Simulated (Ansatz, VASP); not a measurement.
**CuO in VASP and in Ansatz**

File INCAR:

```
PREC     = Accurate       # precision mode
ENCUT    = 600            # plane-wave cutoff, eV
EDIFF    = 1E-6           # SCF threshold, eV
ISMEAR   = -1             # smearing method
SIGMA    = 0.08           # smearing width, eV
LREAL    = False          # projectors in reciprocal space
LASPH    = True           # aspherical terms in the spheres
NELM     = 80             # most SCF steps
ALGO     = Normal         # electronic algorithm
ISIF     = 3              # what is computed and relaxed
LWAVE    = False          # write WAVECAR
LCHARG   = False          # write CHGCAR
GGA      = PE             # functional
IBRION   = 2              # ionic algorithm
NSW      = 100            # ionic steps
EDIFFG   = -0.005         # ionic threshold
```

KPOINTS

```
regular mesh
0
Gamma
  16 16 16
```

The input POSCAR:

```
CuO
1.0
    0.0000000000      2.2322827293      2.2322827293
    2.2322827293      0.0000000000      2.2322827293
    2.2322827293      2.2322827293      0.0000000000
Cu O
1 1
Direct
    0.0000000000      0.0000000000      0.0000000000
    0.5000000000      0.5000000000      0.5000000000
```

Input for Ansatz:

```yaml
crystal:
  lattice:
    - [0.0, 2.2322827293, 2.2322827293]
    - [2.2322827293, 0.0, 2.2322827293]
    - [2.2322827293, 2.2322827293, 0.0]
  atoms:
    - { symbol: Cu, position: [0.0, 0.0, 0.0] }
    - { symbol: O, position: [0.5, 0.5, 0.5] }
kpoints:
  mp_grid: { grid: [16, 16, 16] }
scf:
  occupations: { method: fermi_dirac, width: 0.08 }
hamiltonian:
  xc: pbe
  pseudopotentials: { kind: paw }
output:
  forces: true
  stress: true
  write_density: true
  write_potential: true
  elf: true
  volumetric_format: npy
relax:
  f_tol: 0.005
  max_steps: 80
  cell: {}
```

Alike in both runs: task relaxation of cell and atoms; functional PBE; k mesh 16 × 16 × 16; occupations fermi-dirac, width 0.08 eV; no spin polarisation.

|  | VASP | Ansatz |
| --- | --- | --- |
| version | VASP 6.6.1 | Ansatz 0.2.0 |
| potentials or method | VASP PAW PBE potentials, release 64 (Cu, O) | PAW with Ansatz's default frozen-core files, scalar-relativistic |
| plane-wave cutoff (eV) | 600 | 420 |
| valence electrons in the cell | 17 | 25 |

|  | VASP | Ansatz | Ansatz less VASP |
| --- | --- | --- | --- |
| relaxed volume (Å³/atom) | 9.56 | 9.56 | +0.003 |
| relaxed cell length with the largest relative difference (Å) | 3.001 | 3.002 | +0.0003 |

VASP's potentials hold 17 valence electrons a cell and Ansatz's 25, so a difference there can come from the potentials and not from the codes.
